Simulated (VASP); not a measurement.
Input of a VASP 6.6.1 run:

Contents of INCAR:

```
PREC = Accurate
ENCUT = 520
EDIFF = 1E-6
ISMEAR = 0
SIGMA = 0.1
LREAL = F
LASPH = T
NELM = 80
ALGO = Normal
ISIF = 2
LWAVE = F
LCHARG = F
GGA = PE
NBANDS = 28
```

KPOINTS

```
Automatic mesh
0
Gamma
  12 12 4
```

File POSCAR:

```
K2PtO2
1.0
    3.6184365447      0.0000000000      0.0000000000
   -1.8092182724      3.1336579697      0.0000000000
    0.0000000000      0.0000000000      9.4316811333
K Pt O
2 1 2
Direct
    0.3333333333      0.6666666667      0.7392926794
    0.6666666667      0.3333333333      0.2607073206
    0.0000000000      0.0000000000      0.0000000000
    0.3333333333      0.6666666667      0.0840225553
    0.6666666667      0.3333333333      0.9159774447
```

Potentials or basis: VASP PAW PBE potentials, release 64 (K_sv, Pt, O).

Run with:

```bash
$ cat potpaw_PBE.64/K_sv/POTCAR potpaw_PBE.64/Pt/POTCAR potpaw_PBE.64/O/POTCAR > POTCAR
$ mpirun -np 1 vasp_std > vasp.out
```

(1) Estimate the band gap on the k mesh.

(2) What does it give for the largest force?

(3) Estimate the pressure.

Answers

(1) zero (filled and empty bands touch).

(2) 0.025 eV/Å.

(3) 0.1 GPa.

Caveat: spin-orbit coupling is left out, which moves the levels of the heavy elements.
